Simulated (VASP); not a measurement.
Set up this calculation in VASP 6.6.1, as the native input.

```
Task                   : single point
Functional             : PBE
Potentials or basis    : VASP PAW PBE potentials, release 64 (Al, N)
Cutoff                 : 520 eV
k mesh                 : 9 × 9 × 6
Occupations            : gaussian, width 0.05 eV
Spin                   : no spin polarisation
Dipole correction      : no
Further INCAR settings : ALGO = Normal; EDIFF = 1e-07; NBANDS = 16
```

The structure of AlN lies in POSCAR:

```
AlN
1.0
    3.5029678575      0.0000000000      0.0000000000
   -1.7514839288      3.0336591533      0.0000000000
    0.0000000000      0.0000000000      4.1965554933
Al N
2 2
Direct
    0.3333333333      0.6666666667      0.7500000000
    0.6666666667      0.3333333333      0.2500000000
    0.3333333333      0.6666666667      0.2500000000
    0.6666666667      0.3333333333      0.7500000000
```

This cell differs from its parent crystal: volume 11.149 Å^3 an atom, c/a of the conventional cell 1.1980.

The input as run:

INCAR

```
SYSTEM = AlN
  PREC = Accurate
  ENCUT = 520
  EDIFF = 1E-7
  ISMEAR = 0
  SIGMA = 0.05
  LREAL = .FALSE.
  LASPH = .TRUE.
  NELM = 80
  ALGO = Normal
  ISIF = 2
  LWAVE = .FALSE.
  LCHARG = .FALSE.
  GGA = PE
  NBANDS = 16
```

KPOINTS

```
Automatic mesh
0
G
  9 9 6
  0 0 0
```

Potentials or basis: VASP PAW PBE potentials, release 64 (Al, N).

Launch:

```sh
$ cat potpaw_PBE.64/Al/POTCAR potpaw_PBE.64/N/POTCAR > POTCAR
$ mpirun -np 1 vasp_std > vasp.out
```

It gave:

```
Pressure               : -19.2 GPa
Band gap on the k mesh : 2.62 eV, direct
```

Run time: 44 s on 1 thread of AMD EPYC 7R43 64-Core Processor (Zen 3), with other jobs on the host, peak memory 0.13 GiB.
